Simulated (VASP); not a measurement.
Write the native input for VASP 6.6.1 that does the following.

- Task: single point
- Functional: PBE
- Potentials or basis: VASP PAW PBE potentials, release 64 (Cd, S)
- Cutoff: 520 eV
- k mesh: 8 × 8 × 5
- Occupations: fermi-dirac, width 0.05 eV
- Spin: no spin polarisation
- Dipole correction: no
- Further INCAR settings: ALGO = Normal; EDIFF = 1e-06; NBANDS = 22

The structure of Cd2S lies in POSCAR:

```
Cd2S
1.0
    3.9889136618      0.0000000000      0.0000000000
   -1.9944568309      3.4545005647      0.0000000000
    0.0000000000      0.0000000000      5.8476645914
Cd S
2 1
Direct
    0.3333333333      0.6666666667      0.9327170000
    0.6666666667      0.3333333333      0.5787350000
    0.3333333333      0.6666666667      0.3657050000
```

The input as run:

INCAR

```
ALGO     = Normal         # electronic algorithm
EDIFF    = 1E-6           # SCF threshold, eV
ENCUT    = 520            # plane-wave cutoff, eV
GGA      = PE             # functional
ISIF     = 2              # what is computed and relaxed
ISMEAR   = -1             # smearing method
LASPH    = True           # aspherical terms in the spheres
LCHARG   = True           # write CHGCAR
LELF     = True           # ELF
LREAL    = False          # projectors in reciprocal space
LVHAR    = True         
LWAVE    = False          # write WAVECAR
NBANDS   = 22             # bands
NELM     = 80             # most SCF steps
PREC     = Accurate       # precision mode
SIGMA    = 0.05           # smearing width, eV
```

KPOINTS

```
k-points
0
Gamma
  8 8 5
```

Potentials or basis: VASP PAW PBE potentials, release 64 (Cd, S).

The run is started by

```sh
$ cat potpaw_PBE.64/Cd/POTCAR potpaw_PBE.64/S/POTCAR > POTCAR
$ mpirun -np 1 vasp_std > vasp.out
```

Results of the run:

* Pressure: -0.7 GPa
* Largest force: 0.125 eV/Å
* Band gap on the k mesh: 0.25 eV, indirect (least direct gap 0.56 eV)

It took 29 s on 1 thread of Intel(R) Xeon(R) 6975P-C (Granite Rapids) (shared host), peak memory 0.22 GiB.
